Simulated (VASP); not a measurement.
# Pd12S in VASP: a series of runs

Runs on Pd12S. Level: LDA. Tasks: single point.

All numbers are computed with VASP 6.6.1; they aren't measurements. Logs are shortened: lines on timing, memory, paths and dates and some standing lists are left out, and cuts for length are marked.

## (1) The cell of the first run

The cell holds a slab with vacuum, 13 atoms: a = 5.429 Å, b = 5.429 Å, c = 19.933 Å, α = 90.00°, β = 90.00°, γ = 120.00°.

## (2) Single point, LDA

INCAR reads:

```
ALGO = Normal
DIPOL = 0.5 0.5 0.328
EDIFF = 1E-6
ENCUT = 520
GGA = CA
IDIPOL = 3
ISIF = 2
ISMEAR = 0
LASPH = True
LCHARG = False
LDIPOL = True
LREAL = False
LWAVE = False
NBANDS = 75
NELM = 60
PREC = Accurate
SIGMA = 0.1
```

KPOINTS reads:

```
k-points
0
Gamma
  6 6 1
```

POSCAR reads:

```
Pd12S
1.0
    5.4294429595      0.0000000000      0.0000000000
   -2.7147214798      4.7020355313      0.0000000000
    0.0000000000      0.0000000000     19.9331216116
Pd S
12 1
Direct
    0.3333333333      0.1666666667      0.2006710277
    0.3333333333      0.6666666667      0.2006710277
    0.8333333333      0.1666666667      0.2006710277
    0.8333333333      0.6666666667      0.2006710277
    0.1666666667      0.3333333333      0.3118709115
    0.1666666667      0.8333333333      0.3118709115
    0.6666666667      0.3333333333      0.3118709115
    0.6666666667      0.8333333333      0.3118709115
    0.0000000000      0.0000000000      0.4230707952
    0.0000000000      0.5000000000      0.4230707952
    0.5000000000      0.0000000000      0.4230707952
    0.5000000000      0.5000000000      0.4230707952
    0.0000000000      0.0000000000      0.5274248375
```

Potentials or basis: VASP PAW LDA potentials, release 64 (Pd, S).

On the command line:

```
cat potpaw_LDA.64/Pd/POTCAR potpaw_LDA.64/S/POTCAR > POTCAR
mpirun -np 1 vasp_std > vasp.out
```

OUTCAR:

```text
EDIFF = 1E-6
   ENCUT = 520
   GGA = CA
   ISIF = 2
   ISMEAR = 0
   LASPH = True
   LREAL = False
   NELM = 60
   PREC = Accurate

 ion  position               nearest neighbor table
   1  0.333  0.167  0.201-   4 2.71   4 2.71   3 2.71   3 2.71   2 2.71   2 2.71   5 2.71   7 2.71
                             6 2.71
   2  0.333  0.667  0.201-   3 2.71   3 2.71   4 2.71   4 2.71   1 2.71   1 2.71   6 2.71   8 2.71
                             5 2.71
   3  0.833  0.167  0.201-   2 2.71   2 2.71   1 2.71   1 2.71   4 2.71   4 2.71   7 2.71   5 2.71
                             8 2.71
   4  0.833  0.667  0.201-   1 2.71   1 2.71   2 2.71   2 2.71   3 2.71   3 2.71   8 2.71   6 2.71
                             7 2.71
   5  0.167  0.333  0.312-  12 2.71   9 2.71  10 2.71   8 2.71   8 2.71   7 2.71   7 2.71   6 2.71
                             6 2.71   1 2.71   3 2.71   2 2.71
   6  0.167  0.833  0.312-  11 2.71  10 2.71   9 2.71   7 2.71   7 2.71   8 2.71   8 2.71   5 2.71
                             5 2.71   2 2.71   4 2.71   1 2.71
   7  0.667  0.333  0.312-  10 2.71  11 2.71  12 2.71   6 2.71   6 2.71   5 2.71   5 2.71   8 2.71
                             8 2.71   3 2.71   1 2.71   4 2.71
   8  0.667  0.833  0.312-   9 2.71  12 2.71  11 2.71   5 2.71   5 2.71   6 2.71   6 2.71   7 2.71
                             7 2.71   4 2.71   2 2.71   3 2.71
   9  0.000  0.000  0.423-  13 2.08   8 2.71   5 2.71   6 2.71  12 2.71  12 2.71  11 2.71  11 2.71
                            10 2.71  10 2.71
  10  0.000  0.500  0.423-   7 2.71   6 2.71   5 2.71  11 2.71  11 2.71  12 2.71  12 2.71   9 2.71
                             9 2.71
  11  0.500  0.000  0.423-   6 2.71   7 2.71   8 2.71  10 2.71  10 2.71   9 2.71   9 2.71  12 2.71
                            12 2.71
  12  0.500  0.500  0.423-   5 2.71   8 2.71   7 2.71   9 2.71   9 2.71  10 2.71  10 2.71  11 2.71
                            11 2.71
  13  0.000  0.000  0.527-   9 2.08

  LATTYP: Found a hexagonal cell.
 ALAT       =     5.4294429595
 C/A-ratio  =     3.6713014135

  Lattice vectors:

 A1 = (   5.4294429595,   0.0000000000,   0.0000000000)
 A2 = (  -2.7147214798,   4.7020355313,   0.0000000000)
 A3 = (   0.0000000000,   0.0000000000,  19.9331216116)

Analysis of symmetry for initial positions (statically):
=====================================================================
 Subroutine PRICEL returns:
 Original cell was already a primitive cell.

 Routine SETGRP: Setting up the symmetry group for a
 hexagonal supercell.

 Subroutine GETGRP returns: Found  6 space group operations
 (whereof  6 operations were pure point group operations)
 out of a pool of 24 trial point group operations.

The static configuration has the point symmetry C_3v.

Analysis of symmetry for dynamics (positions and initial velocities):
[... 141 lines left out ...]
   LHFCALC =     F    Hartree Fock is set to
   AEXX    =    0.0000 exact exchange contribution
   IVDW    =     0    specifies the selected vdW correction
   LEPSILON=     F    determine dielectric tensor
   LRPA    =     F    only Hartree local field effects (RPA)
 non-spin polarized calculation
 Gauss-broadening in eV      SIGMA  =   0.10
  energy-cutoff  :      520.00
  volume of cell :      508.88
 maximum number of plane-waves:     13752
   NGX = 21   NGY = 21   NGZ = 75

 dipolmoment           0.000000      0.000000     -0.001049 electrons x Angstroem

 number of electron     126.0000003 magnetization

 dipolmoment           0.000000      0.000000      0.056970 electrons x Angstroem

 Free energy of the ion-electron system (eV)
  ---------------------------------------------------
  ext. energy  EPLUGINS =         0.00000000
  ---------------------------------------------------
  free energy    TOTEN  =       -76.75868628 eV

  energy without entropy =      -76.59658583  energy(sigma->0) =      -76.67763605

 E-fermi :  -0.0937     XC(G=0):  -5.9467

 val. band max:       -0.1032783620   @ k =   0.3333   0.1667   0.0000
 cond. band min:      -0.0716253747   @ k =   0.1667   0.1667   0.0000
 fundamental gap:      0.0316529873
 Fermi energy:        -0.0936638068

 k-point     1 :       0.0000    0.0000    0.0000
  band No.  band energies     occupation
      1     -12.1277      2.00000
      2      -6.8173      2.00000
      3      -5.6908      2.00000
      4      -5.4732      2.00000
      5      -5.4732      2.00000
      6      -5.4174      2.00000
[... 535 lines left out ...]
     74       5.6535      0.00000
     75       5.7015      0.00000

------------------------ aborting loop because EDIFF is reached ----------------------------------------

 vacuum level on the upper side and lower side of the slab       (xc-potential included)         0.072        -0.271

  FORCE on cell =-STRESS in cart. coord.  units (eV):
  Direction    XX          YY          ZZ          XY          YZ          ZX
  --------------------------------------------------------------------------------------
  -------------------------------------------------------------------------------------
  Total      -10.0068832    -10.0068832      0.1709116      0.0000000      0.0000000      0.0000000
  in kB      -31.5059745    -31.5059745      0.5381033      0.0000000      0.0000000      0.0000000
  external PRESSURE =     -20.8246153 kB  Pullay stress =       0.0000000 kB

 VOLUME and BASIS-vectors are now :
 -----------------------------------------------------------------------------
  energy-cutoff  :      520.00
  volume of cell :      508.88
      direct lattice vectors                 reciprocal lattice vectors
     5.429442960  0.000000000  0.000000000     0.184180957  0.106336925  0.000000000
    -2.714721480  4.702035531  0.000000000     0.000000000  0.212673850  0.000000000
     0.000000000  0.000000000 19.933121612     0.000000000  0.000000000  0.050167757

 POSITION                                       TOTAL-FORCE (eV/Angst)
 -----------------------------------------------------------------------------------
      1.35736      0.78367      4.00000         0.007821      0.004515     -0.013368
     -0.00000      3.13469      4.00000        -0.000000     -0.000000     -0.032566
      4.07208      0.78367      4.00000        -0.007821      0.004515     -0.013368
      2.71472      3.13469      4.00000         0.000000     -0.009031     -0.013368
      0.00000      1.56735      6.21656         0.000000     -0.076368      0.045422
     -1.35736      3.91836      6.21656        -0.066136      0.038184      0.045422
      2.71472      1.56735      6.21656        -0.000000     -0.000000     -0.086919
      1.35736      3.91836      6.21656         0.066136      0.038184      0.045422
      0.00000      0.00000      8.43312        -0.000000     -0.000000     -0.881525
     -1.35736      2.35102      8.43312         0.063641      0.036743      0.292785
      2.71472      0.00000      8.43312         0.000000     -0.073486      0.292785
      1.35736      2.35102      8.43312        -0.063641      0.036743      0.292785
      0.00000      0.00000     10.51322        -0.000000      0.000000      0.026494
 -----------------------------------------------------------------------------------
    total drift:                                0.000000     -0.000000     -0.000096

  FREE ENERGIE OF THE ION-ELECTRON SYSTEM (eV)
  ---------------------------------------------------
  free  energy   TOTEN  =       -76.7586862782 eV

  energy  without entropy=      -76.5965858265  energy(sigma->0) =      -76.67763605

 vacuum level on the upper side and lower side of the slab         5.907         5.537
```

OSZICAR:

```text
N       E                     dE             d eps       ncg     rms          rms(c)
DAV:   1     0.836566501333E+03    0.83657E+03   -0.57282E+04  1058   0.145E+03
DAV:   2    -0.299684134711E+02   -0.86653E+03   -0.82090E+03  1196   0.311E+02
DAV:   3    -0.789394955584E+02   -0.48971E+02   -0.44531E+02  1228   0.678E+01
[... 26 lines left out ...]
DAV:  30    -0.767586771242E+02   -0.77191E-05   -0.69636E-07   661   0.335E-03    0.856E-04
DAV:  31    -0.767586832124E+02   -0.60882E-05   -0.33964E-07   639   0.136E-03    0.105E-03
DAV:  32    -0.767586842459E+02   -0.10335E-05   -0.79435E-08   680   0.913E-04    0.684E-04
DAV:  33    -0.767586859884E+02   -0.17425E-05   -0.12405E-07   664   0.713E-04    0.400E-04
DAV:  34    -0.767586862782E+02   -0.28984E-06   -0.35620E-08   621   0.569E-04
   1 F= -.76758686E+02 E0= -.76677636E+02  d E =-.162100E+00
```

Wall time 9.9 min (1 thread of Intel Xeon Platinum 8488C (Sapphire Rapids), shared host); peak memory 0.5 GiB.

What came out:

* Free energy: -76.7587 eV
* Largest force: 0.882 eV/Å
* Band gap on the k mesh: zero (bands 63 and 64 overlap by 0.51 eV)

Forces in eV/Å, atoms in the order of the input:
```
Pd   0.008  0.005 -0.013
Pd   0.000  0.000 -0.033
Pd  -0.008  0.005 -0.013
Pd   0.000 -0.009 -0.013
Pd   0.000 -0.076  0.045
Pd  -0.066  0.038  0.045
Pd   0.000  0.000 -0.087
Pd   0.066  0.038  0.045
Pd   0.000  0.000 -0.882
Pd   0.064  0.037  0.293
Pd   0.000 -0.073  0.293
Pd  -0.064  0.037  0.293
S    0.000  0.000  0.026
```

## (3) Single point, LDA

INCAR reads:

```
SYSTEM = Pd12S
PREC = Accurate
ENCUT = 520
EDIFF = 1E-7
ISMEAR = 0
SIGMA = 0.1
LREAL = .False.
LASPH = .True.
NELM = 100
ALGO = Normal
ISIF = 2
LWAVE = .False.
LCHARG = .False.
LDIPOL = .True.
IDIPOL = 3
DIPOL = 0.5 0.5 0.326
GGA = CA
NBANDS = 75
```

KPOINTS reads:

```
regular mesh
0
Gamma
  6 6 1
  0 0 0
```

Edit POSCAR of step 2 so:

```diff
@@ -20,2 +20,2 @@
     0.5000000000      0.5000000000      0.4230707952
-    0.0000000000      0.0000000000      0.5274248375
+    0.1666666667      0.3333333333      0.5017534925
```

Potentials or basis: VASP PAW LDA potentials, release 64 (Pd, S).

On the command line:

```
cat potpaw_LDA.64/Pd/POTCAR potpaw_LDA.64/S/POTCAR > POTCAR
mpirun -np 1 vasp_std > vasp.out
```

It took 9.8 min on 1 thread of Intel Xeon Platinum 8488C (Sapphire Rapids), shared host; peak memory 0.5 GiB.

Results (log left out):

```
Free energy            : -78.7112 eV
Largest force          : 0.552 eV/Å
Band gap on the k mesh : zero (bands 63 and 64 overlap by 0.61 eV)
```

Forces in eV/Å, atoms in the order of the input:
```
Pd  -0.029  0.017 -0.120
Pd   0.000 -0.033 -0.120
Pd   0.029  0.017 -0.120
Pd   0.000  0.000  0.059
Pd   0.000  0.000 -0.507
Pd  -0.011 -0.006  0.120
Pd   0.000  0.013  0.120
Pd   0.011 -0.006  0.120
Pd   0.000 -0.518  0.191
Pd  -0.449  0.259  0.191
Pd   0.000  0.000 -0.173
Pd   0.449  0.259  0.191
S    0.000  0.000  0.047
```

Levels at points of the mesh, in eV from the Fermi level:
| k point | band 61 | band 62 | band 63 | band 64 | band 65 | band 66 |
| --- | --- | --- | --- | --- | --- | --- |
| (0.00, 0.00, 0.00) | 0.17 | 0.38 | 0.38 | 0.42 | 0.42 | 0.42 |
| (0.50, 0.00, 0.00) | -0.22 | -0.15 | -0.08 | 0.07 | 0.15 | 0.40 |

[end of part 1 of 2]
